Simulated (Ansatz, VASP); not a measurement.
One calculation of AlCo, two programs

Contents of INCAR:

```
SYSTEM = AlCo
  ALGO = Fast
  EDIFF = 1E-6
  ENCUT = 520
  GGA = PE
  ISIF = 2
  ISMEAR = 0
  LASPH = .TRUE.
  LCHARG = .FALSE.
  LREAL = .FALSE.
  LWAVE = .FALSE.
  NBANDS = 13
  NELM = 100
  PREC = Accurate
  SIGMA = 0.15
```

File KPOINTS:

```
k-points
0
G
  22 22 22
  0 0 0
```

POSCAR

```
AlCo
1.0
    2.8519024094      0.0000000000      0.0000000000
    0.0000000000      2.8519024094      0.0000000000
    0.0000000000      0.0000000000      2.8519024094
Al Co
1 1
Direct
    0.0000000000      0.0000000000      0.0000000000
    0.4822861580      0.4822861580      0.4822861580
```

Input for Ansatz:

```yaml
crystal:
  lattice:
    - [2.8519024094, 0.0, 0.0]
    - [0.0, 2.8519024094, 0.0]
    - [0.0, 0.0, 2.8519024094]
  atoms:
    - { symbol: Al, position: [0.0, 0.0, 0.0] }
    - { symbol: Co, position: [0.482286158, 0.482286158, 0.482286158] }
basis:
  ecutwfc: 420
kpoints:
  mp_grid: { grid: [22, 22, 22] }
hamiltonian:
  xc: pbe
scf:
  occupations: { method: gaussian, width: 0.15 }
output:
  forces: true
  stress: true
  eigenvalues: true
```

Change from the starting cell: all Co atoms moved +0.087 Å, as atom 2 towards its neighbour atom 1 (Al) at 2.470 Å.

Alike in both runs: task single point; functional PBE; k mesh 22 × 22 × 22; occupations gaussian, width 0.15 eV; no spin polarisation.

```csv
,VASP,Ansatz
version,VASP 6.6.1,Ansatz 0.2.0
potentials or method,"VASP PAW PBE potentials, release 64 (Al, Co), cutoff 520 eV","scalar-relativistic, plane waves, PAW"
valence electrons in the cell,12,20
```

VASP gave:

* gap on the k mesh at the Fermi level (eV): none
* pressure (GPa): 0.3
* traceless stress, the component that is largest in VASP (GPa): 0.44
* rms of the force components (eV/Å): 0.373

Task: Which values does Ansatz return?

Result: gap on the k mesh at the Fermi level (eV): none; pressure (GPa): 0.6; traceless stress, the component that is largest in VASP (GPa): 0.43; rms of the force components (eV/Å): 0.372.

Atom by atom the forces differ by 0.001 eV/Å (rms over components). A gap of «none» marks a metal or a gap that the smearing closes. VASP's potentials hold 12 valence electrons a cell and Ansatz's 20, so a difference there can come from the potentials and not from the codes.
